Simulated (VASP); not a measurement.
# TePb (Fm-3m) in VASP: notebook

Aim: see how the results for TePb move with the level of theory and the settings. Levels: PBEsol+D3(BJ), SVWN5. Tasks: single point.

Everything below comes from runs of VASP 6.6.1. Logs are shortened: lines on timing, memory, paths and dates and some standing lists are left out, and cuts for length are marked.

### 1 The cell of the first run

It takes space group Fm-3m (No. 225, cubic). The conventional cell has a = 6.419 Å, b = 6.419 Å, c = 6.419 Å, α = 90.00°, β = 90.00°, γ = 90.00°. Pb (site symmetry m-3m) has 6 Te at 3.21 Å within 4.2 Å. Within 4.2 Å of Te (site symmetry m-3m) lie 6 Pb at 3.21 Å.

### 2 Single point, PBEsol+D3(BJ)

The input, INCAR:

```
SYSTEM = TePb
PREC     = Accurate       ! precision mode
ENCUT    = 520            ! plane-wave cutoff, eV
EDIFF    = 1E-6           ! SCF threshold, eV
ISMEAR   = -1             ! smearing method
SIGMA    = 0.05           ! smearing width, eV
LREAL    = .FALSE.        ! projectors in reciprocal space
LASPH    = .TRUE.         ! aspherical terms in the spheres
NELM     = 60             ! most SCF steps
ALGO     = Normal         ! electronic algorithm
ISIF     = 2              ! what is computed and relaxed
LWAVE    = .FALSE.        ! write WAVECAR
LCHARG   = .FALSE.        ! write CHGCAR
GGA      = PS             ! functional
IVDW     = 12             ! dispersion correction
NBANDS   = 17             ! bands
```

The input, KPOINTS:

```
Automatic mesh
0
G
  7 7 7
  0 0 0
```

The input, POSCAR:

```
TePb
1.0
    0.0000000000      3.2093147829      3.2093147829
    3.2093147829      0.0000000000      3.2093147829
    3.2093147829      3.2093147829      0.0000000000
Pb Te
1 1
Direct
    0.0000000000      0.0000000000      0.0000000000
    0.5000000000      0.5000000000      0.5000000000
```

Potentials or basis: VASP PAW PBE potentials, release 64 (Pb_d, Te).

Command:

```
cat potpaw_PBE.64/Pb_d/POTCAR potpaw_PBE.64/Te/POTCAR > POTCAR
mpirun -np 1 vasp_std > vasp.out
```

OUTCAR:

```text
SYSTEM = TePb
   PREC = Accurate
   ENCUT = 520
   EDIFF = 1E-6
   ISMEAR = -1
   LREAL = .FALSE.
   LASPH = .TRUE.
   NELM = 60
   ISIF = 2
   GGA = PS
   IVDW = 12
 IVDW          = 12

 ion  position               nearest neighbor table
   1  0.000  0.000  0.000-   2 3.21   2 3.21   2 3.21   2 3.21   2 3.21   2 3.21
   2  0.500  0.500  0.500-   1 3.21   1 3.21   1 3.21   1 3.21   1 3.21   1 3.21

  LATTYP: Found a face centered cubic cell.
 ALAT       =     6.4186295658

  Lattice vectors:

 A1 = (   0.0000000000,   3.2093147829,   3.2093147829)
 A2 = (   3.2093147829,   0.0000000000,   3.2093147829)
 A3 = (   3.2093147829,   3.2093147829,   0.0000000000)

Analysis of symmetry for initial positions (statically):
=====================================================================
 Subroutine PRICEL returns:
 Original cell was already a primitive cell.

 Routine SETGRP: Setting up the symmetry group for a
 face centered cubic supercell.

 Subroutine GETGRP returns: Found 48 space group operations
[... 9 lines left out ...]

 Routine SETGRP: Setting up the symmetry group for a
 face centered cubic supercell.

 Subroutine GETGRP returns: Found 48 space group operations
[... 11 lines left out ...]
                                     Primitive cell

  volume of cell :      66.1100

  direct lattice vectors                    reciprocal lattice vectors
     0.000000000  3.209314783  3.209314783    -0.155796497  0.155796497  0.155796497
     3.209314783  0.000000000  3.209314783     0.155796497 -0.155796497  0.155796497
     3.209314783  3.209314783  0.000000000     0.155796497  0.155796497 -0.155796497

  length of vectors
     4.538656492  4.538656492  4.538656492     0.269847448  0.269847448  0.269847448

  position of ions in fractional coordinates (direct lattice)
     0.000000000  0.000000000  0.000000000
     0.500000000  0.500000000  0.500000000

  ion indices of the primitive-cell ions
   primitive index   ion index
                 1           1
                 2           2

----------------------------------------------------------------------------------------

 KPOINTS: Automatic mesh

Automatic generation of k-mesh.
 Grid dimensions read from file:
 generate k-points for:    7    7    7

 Generating k-lattice:

  Cartesian coordinates                     Fractional coordinates (reciprocal lattice)
    -0.022256642  0.022256642  0.022256642     0.142857143  0.000000000  0.000000000
     0.022256642 -0.022256642  0.022256642     0.000000000  0.142857143  0.000000000
     0.022256642  0.022256642 -0.022256642     0.000000000  0.000000000  0.142857143

  Length of vectors
     0.038549635  0.038549635  0.038549635

  Shift w.r.t. Gamma in fractional coordinates (k-lattice)
     0.000000000  0.000000000  0.000000000

 Subroutine IBZKPT returns following result:
 ===========================================

 Found     20 irreducible k-points:

 Following reciprocal coordinates:
            Coordinates               Weight
  0.000000  0.000000  0.000000      1.000000
  0.142857  0.000000  0.000000      8.000000
  0.285714  0.000000  0.000000      8.000000
  0.428571  0.000000  0.000000      8.000000
  0.142857  0.142857  0.000000      6.000000
  0.285714  0.142857  0.000000     24.000000
[... 12 lines left out ...]
 -0.428571  0.428571  0.142857     24.000000
 -0.285714  0.428571  0.142857     24.000000
   k-points           NKPTS =     20   k-points in BZ     NKDIM =     20   number of bands    NBANDS=     17
   number of dos      NEDOS =    301   number of ions     NIONS =      2
   total plane-waves  NPLWV =  46656
   dimension x,y,z NGX =    36 NGY =   36 NGZ =   36
   dimension x,y,z NGXF=    72 NGYF=   72 NGZF=   72
   ions per type =               1   1
   NGX,Y,Z   is equivalent  to a cutoff of  13.19, 13.19, 13.19 a.u.
   NGXF,Y,Z  is equivalent  to a cutoff of  26.37, 26.37, 26.37 a.u.
 SYSTEM =  TePb
   PREC   = accura    normal or accurate (medium, high low for compatibility)
   ISTART =      0    job   : 0-new  1-cont  2-samecut
   ICHARG =      2    charge: 1-file 2-atom 10-const
   ISPIN  =      1    spin polarized calculation?
   LNONCOLLINEAR =      F non collinear calculations
   LSORBIT =      F    spin-orbit coupling
   LASPH  =      T    aspherical Exc in radial PAW
   ENCUT  =  520.0 eV  38.22 Ry    6.18 a.u.   8.44  8.44  8.44*2*pi/ulx,y,z
   NELM   =     60;   NELMIN=  2; NELMDL= -5     # of ELM steps
   EDIFF  = 0.1E-05   stopping-criterion for ELM
   LREAL  =      F    real-space projection
   EDIFFG = 0.1E-04   stopping-criterion for IOM
   NSW    =      0    number of steps for IOM
   IBRION =     -1    ionic relax: 0-MD 1-quasi-New 2-CG
   NFREE  =      0    steps in history (QN), initial steepest desc. (CG)
   ISIF   =      2    stress and relaxation
   ISYM   =      2    0-nonsym 1-usesym 2-fastsym
   POTIM  = 0.5000    time-step for ionic-motion
   TEBEG  =    0.0;   TEEND  =   0.0 temperature during run
   PSTRESS=    0.0 pullay stress
   NELECT =      20.0000    total number of electrons
   NUPDOWN=      -1.0000    fix difference up-down
   EMIN   =  10.00;   EMAX   =-10.00  energy-range for DOS
   EFERMI =   0.00;   METHOD = LEGACY
   ISMEAR =    -1;   SIGMA  =   0.05  broadening in eV -4-tet -1-fermi 0-gaus
   EFERMI_NEDOS =   21; number of points for ismear=-14 and -15
   IALGO  =     38    algorithm
   IMIX   =      4    mixing-type and parameters
     AMIX     =   0.40;   BMIX     =  1.00
     AMIX_MAG =   1.60;   BMIX_MAG =  1.00
  volume/ion in A,a.u.               =      33.05       223.07
  Fermi-wavevector in a.u.,A,eV,Ry     =   1.098995  2.076800 16.432991  1.207791
  Thomas-Fermi vector in A             =   2.235382
   LORBIT       =      0    0 simple, 1 ext, 2 COOP (PROOUT), +10 PAW based schemes
   GGA     = PS    functional components
   LHFCALC =     F    Hartree Fock is set to
   AEXX    =    0.0000 exact exchange contribution
   IVDW    =    12    specifies the selected vdW correction
   LEPSILON=     F    determine dielectric tensor
   LRPA    =     F    only Hartree local field effects (RPA)
 non-spin polarized calculation
  energy-cutoff  :      520.00
  volume of cell :       66.11
 maximum number of plane-waves:      1807
 NGX is ok and might be reduce to    36
   NGX = 17   NGY = 17   NGZ = 17

 number of electron      20.0000000 magnetization

 Free energy of the ion-electron system (eV)
  ---------------------------------------------------
  ext. energy  EPLUGINS =         0.00000000
  ---------------------------------------------------
  free energy    TOTEN  =        -8.25957824 eV

  energy without entropy =       -8.25957305  energy(sigma->0) =       -8.25957565

 E-fermi :   6.0792     XC(G=0):  -9.5614

 val. band max:        5.6094115271   @ k =   0.4286   0.0000   0.0000
 cond. band min:       6.5372908754   @ k =   0.4286   0.0000   0.0000
 fundamental gap:      0.9278793483
 Fermi energy:         6.0791898058

 k-point     1 :       0.0000    0.0000    0.0000
  band No.  band energies     occupation
      1     -10.9384      2.00000
      2     -10.9384      2.00000
      3     -10.9258      2.00000
      4     -10.9258      2.00000
      5     -10.9258      2.00000
      6      -6.4824      2.00000
[... 9 lines left out ...]
     16      11.4343      0.00000
     17      12.8844      0.00000

 k-point     2 :       0.1429    0.0000    0.0000
  band No.  band energies     occupation
      1     -10.9411      2.00000
      2     -10.9411      2.00000
      3     -10.9252      2.00000
      4     -10.9226      2.00000
      5     -10.9226      2.00000
      6      -6.3025      2.00000
[... 9 lines left out ...]
     16      11.8214      0.00000
     17      14.2710      0.00000

 k-point     3 :       0.2857    0.0000    0.0000
  band No.  band energies     occupation
      1     -10.9482      2.00000
      2     -10.9482      2.00000
      3     -10.9242      2.00000
      4     -10.9145      2.00000
      5     -10.9145      2.00000
      6      -5.7923      2.00000
[... 9 lines left out ...]
     16      12.8628      0.00000
     17      16.4982      0.00000

 k-point     4 :       0.4286    0.0000    0.0000
  band No.  band energies     occupation
      1     -10.9542      2.00000
      2     -10.9542      2.00000
      3     -10.9236      2.00000
      4     -10.9076      2.00000
      5     -10.9076      2.00000
      6      -5.1365      2.00000
[... 9 lines left out ...]
     16      14.4016      0.00000
     17      15.7292      0.00000

 k-point     5 :       0.1429    0.1429    0.0000
  band No.  band energies     occupation
      1     -10.9479      2.00000
      2     -10.9360      2.00000
      3     -10.9279      2.00000
      4     -10.9206      2.00000
      5     -10.9206      2.00000
      6      -6.2425      2.00000
[... 9 lines left out ...]
     16      12.4845      0.00000
     17      13.7194      0.00000

 k-point     6 :       0.2857    0.1429    0.0000
  band No.  band energies     occupation
      1     -10.9580      2.00000
      2     -10.9384      2.00000
      3     -10.9276      2.00000
      4     -10.9153      2.00000
      5     -10.9130      2.00000
      6      -5.8432      2.00000
[... 9 lines left out ...]
     16      13.5482      0.00000
     17      15.0856      0.00000
[... 201 lines left out ...]
 k-point    17 :       0.4286    0.2857    0.1429
  band No.  band energies     occupation
      1     -10.9692      2.00000
      2     -10.9401      2.00000
      3     -10.9268      2.00000
      4     -10.9093      2.00000
      5     -10.9089      2.00000
      6      -5.3823      2.00000
[... 9 lines left out ...]
     16      14.6289      0.00000
     17      15.4571      0.00000

 k-point    18 :      -0.4286    0.2857    0.1429
  band No.  band energies     occupation
      1     -10.9748      2.00000
      2     -10.9448      2.00000
      3     -10.9209      2.00000
      4     -10.9120      2.00000
      5     -10.9032      2.00000
      6      -4.8417      2.00000
[... 9 lines left out ...]
     16      15.0794      0.00000
     17      16.1223      0.00000

 k-point    19 :      -0.4286    0.4286    0.1429
  band No.  band energies     occupation
      1     -10.9941      2.00000
      2     -10.9345      2.00000
      3     -10.9294      2.00000
      4     -10.9052      2.00000
      5     -10.8983      2.00000
      6      -4.7287      2.00000
[... 9 lines left out ...]
     16      15.9279      0.00000
     17      16.6843      0.00000

 k-point    20 :      -0.2857    0.4286    0.1429
  band No.  band energies     occupation
      1     -10.9870      2.00000
      2     -10.9407      2.00000
      3     -10.9210      2.00000
      4     -10.9130      2.00000
      5     -10.8984      2.00000
      6      -4.5898      2.00000
[... 9 lines left out ...]
     16      16.0086      0.00000
     17      16.5345      0.00000

------------------------ aborting loop because EDIFF is reached ----------------------------------------

 Edisp (eV)   -0.82380

 E8    (eV) :    -0.5808

  FORCE on cell =-STRESS in cart. coord.  units (eV):
  Direction    XX          YY          ZZ          XY          YZ          ZX
  --------------------------------------------------------------------------------------
  -------------------------------------------------------------------------------------
  Total      -0.64030    -0.64030    -0.64030     0.00000     0.00000    -0.00000
  in kB     -15.51767   -15.51767   -15.51767     0.00000     0.00000    -0.00000
  external pressure =      -15.52 kB  Pullay stress =        0.00 kB

 VOLUME and BASIS-vectors are now :
 -----------------------------------------------------------------------------
  energy-cutoff  :      520.00
  volume of cell :       66.11
      direct lattice vectors                 reciprocal lattice vectors
     0.000000000  3.209314783  3.209314783    -0.155796497  0.155796497  0.155796497
     3.209314783  0.000000000  3.209314783     0.155796497 -0.155796497  0.155796497
     3.209314783  3.209314783  0.000000000     0.155796497  0.155796497 -0.155796497

 POSITION                                       TOTAL-FORCE (eV/Angst)
 -----------------------------------------------------------------------------------
      0.00000      0.00000      0.00000         0.000000     -0.000000      0.000000
      3.20931      3.20931      3.20931        -0.000000      0.000000     -0.000000
 -----------------------------------------------------------------------------------
    total drift:                               -0.000000      0.000000      0.000000

  FREE ENERGIE OF THE ION-ELECTRON SYSTEM (eV)
  ---------------------------------------------------
  free  energy   TOTEN  =        -9.0833761984 eV

  energy  without entropy=       -9.0833710114  energy(sigma->0) =       -9.08337360
```

It took 21 s on 1 thread of AMD EPYC 7R13 (Zen 3), shared host; peak memory 0.19 GiB.

Results:

```yaml
Free_energy: -9.0834 eV
Pressure: -1.6 GPa
Dispersion_energy_per_atom: -0.412 eV
```

Caveat: this odd mesh misses L, where the gap lies, so gap, dielectric constants and Born charges aren't listed; the PAW data sets were made with another functional, which shifts forces and pressure a little; spin-orbit coupling is left out, which moves the levels of the heavy elements.

### 3 Single point, PBEsol+D3(BJ)

This run uses another cell than the first one, of 33.73 Å³/atom, 1.020 times its volume.

The input, INCAR:

```
ALGO = Normal ; EDIFF = 1E-6
ENCUT = 520 ; GGA = PS
ISIF = 2 ; ISMEAR = -1
IVDW = 12 ; LASPH = T
LCHARG = F ; LREAL = F
LWAVE = F ; NBANDS = 17
NELM = 60 ; PREC = Accurate
SIGMA = 0.05
```

The input, KPOINTS:

```
k-points
0
Gamma
  7 7 7
```

The input, POSCAR:

```
TePb
1.0
    0.0000000000      3.2310000000      3.2310000000
    3.2310000000      0.0000000000      3.2310000000
    3.2310000000      3.2310000000      0.0000000000
Pb Te
1 1
Direct
    0.0000000000      0.0000000000      0.0000000000
    0.5000000000      0.5000000000      0.5000000000
```

Potentials or basis: VASP PAW PBE potentials, release 64 (Pb_d, Te).

Command:

```
cat potpaw_PBE.64/Pb_d/POTCAR potpaw_PBE.64/Te/POTCAR > POTCAR
mpirun -np 1 vasp_std > vasp.out
```

OUTCAR:

```text
EDIFF = 1E-6
   ENCUT = 520
   GGA = PS
   ISIF = 2
   ISMEAR = -1
   IVDW = 12
   LASPH = T
   LREAL = F
   NELM = 60
   PREC = Accurate
 IVDW          = 12

 ion  position               nearest neighbor table
   1  0.000  0.000  0.000-   2 3.23   2 3.23   2 3.23   2 3.23   2 3.23   2 3.23
   2  0.500  0.500  0.500-   1 3.23   1 3.23   1 3.23   1 3.23   1 3.23   1 3.23

  LATTYP: Found a face centered cubic cell.
 ALAT       =     6.4620000000

  Lattice vectors:

[... 581 lines left out ...]

 Edisp (eV)   -0.80723

 E8    (eV) :    -0.5691

  FORCE on cell =-STRESS in cart. coord.  units (eV):
  Direction    XX          YY          ZZ          XY          YZ          ZX
  --------------------------------------------------------------------------------------
  -------------------------------------------------------------------------------------
  Total      -0.99818    -0.99818    -0.99818    -0.00000     0.00000     0.00000
  in kB     -23.70707   -23.70707   -23.70707    -0.00000     0.00000     0.00000
  external pressure =      -23.71 kB  Pullay stress =        0.00 kB

 VOLUME and BASIS-vectors are now :
 -----------------------------------------------------------------------------
  energy-cutoff  :      520.00
  volume of cell :       67.46
      direct lattice vectors                 reciprocal lattice vectors
     0.000000000  3.231000000  3.231000000    -0.154750851  0.154750851  0.154750851
     3.231000000  0.000000000  3.231000000     0.154750851 -0.154750851  0.154750851
     3.231000000  3.231000000  0.000000000     0.154750851  0.154750851 -0.154750851

 POSITION                                       TOTAL-FORCE (eV/Angst)
 -----------------------------------------------------------------------------------
      0.00000      0.00000      0.00000        -0.000000     -0.000000      0.000000
      3.23100      3.23100      3.23100         0.000000      0.000000     -0.000000
 -----------------------------------------------------------------------------------
    total drift:                               -0.000000      0.000000      0.000000

  FREE ENERGIE OF THE ION-ELECTRON SYSTEM (eV)
  ---------------------------------------------------
  free  energy   TOTEN  =        -9.0672620341 eV

  energy  without entropy=       -9.0672578871  energy(sigma->0) =       -9.06725996
```

stdout:

```text
POSCAR found type information on POSCAR PbTe
 POSCAR found :  2 types and       2 ions
 scaLAPACK will be used
 -----------------------------------------------------------------------------
|                                                                             |
|                                                                             |
|     You enforced a specific xc type in the INCAR file but a different       |
|     I HOPE YOU KNOW WHAT YOU ARE DOING!                                     |
|                                                                             |
 -----------------------------------------------------------------------------

 LDA part: xc-table for (Slater+PW92), standard interpolation
 POSCAR, INCAR and KPOINTS ok, starting setup
 FFT: planning ... GRIDC
 FFT: planning ... GRID_SOFT
 FFT: planning ... GRID
 WAVECAR not read
 entering main loop
```

It took 21 s on 1 thread of AMD EPYC 7R13 (Zen 3), shared host; peak memory 0.19 GiB.

What came out:

| Item | Value |
| --- | --- |
| Free energy | -9.0673 eV |
| Pressure | -2.4 GPa |
| Dispersion energy per atom | -0.404 eV |

Caveat: this odd mesh misses L, where the gap lies, so gap, dielectric constants and Born charges aren't listed; the PAW data sets were made with another functional, which shifts forces and pressure a little; spin-orbit coupling is left out, which moves the levels of the heavy elements.

### 4 Single point, PBEsol+D3(BJ)

This run uses another cell than the first one, of 34.40 Å³/atom, 1.041 times its volume.

The input, INCAR:

```
PREC = Accurate
ENCUT = 520
EDIFF = 1E-6
ISMEAR = -1
SIGMA = 0.05
LREAL = F
LASPH = T
NELM = 100
ALGO = Normal
ISIF = 2
LWAVE = F
LCHARG = F
GGA = PS
IVDW = 12
NBANDS = 17
```

The input, KPOINTS:

```
regular mesh
0
Gamma
  7 7 7
```

The input, POSCAR:

```
TePb
1.0
    0.0000000000      3.2523979746      3.2523979746
    3.2523979746      0.0000000000      3.2523979746
    3.2523979746      3.2523979746      0.0000000000
Pb Te
1 1
Direct
    0.0000000000      0.0000000000      0.0000000000
    0.5000000000      0.5000000000      0.5000000000
```

Command:

```
cat potpaw_PBE.64/Pb_d/POTCAR potpaw_PBE.64/Te/POTCAR > POTCAR
mpirun -np 1 vasp_std > vasp.out
```

Wall time 24 s (1 thread of AMD EPYC 7R13 (Zen 3), shared host); peak memory 0.19 GiB.

Results (log left out):

| Quantity | Value |
| --- | --- |
| Free energy | -9.0447 eV |
| Pressure | -3.1 GPa |
| Dispersion energy per atom | -0.396 eV |

Levels at points of the mesh, in eV from the Fermi level:
```csv
k point,band 7,band 8,band 9,band 10,band 11,band 12,band 13,band 14
"(0.00, 0.00, 0.00)",-6.06,-1.65,-1.65,-1.65,3.64,3.64,3.64,5.41
```

Caveat: this odd mesh misses L, where the gap lies, so gap, dielectric constants and Born charges aren't listed; the PAW data sets were made with another functional, which shifts forces and pressure a little; spin-orbit coupling is left out, which moves the levels of the heavy elements.

(Continued in part 2 of 2.)
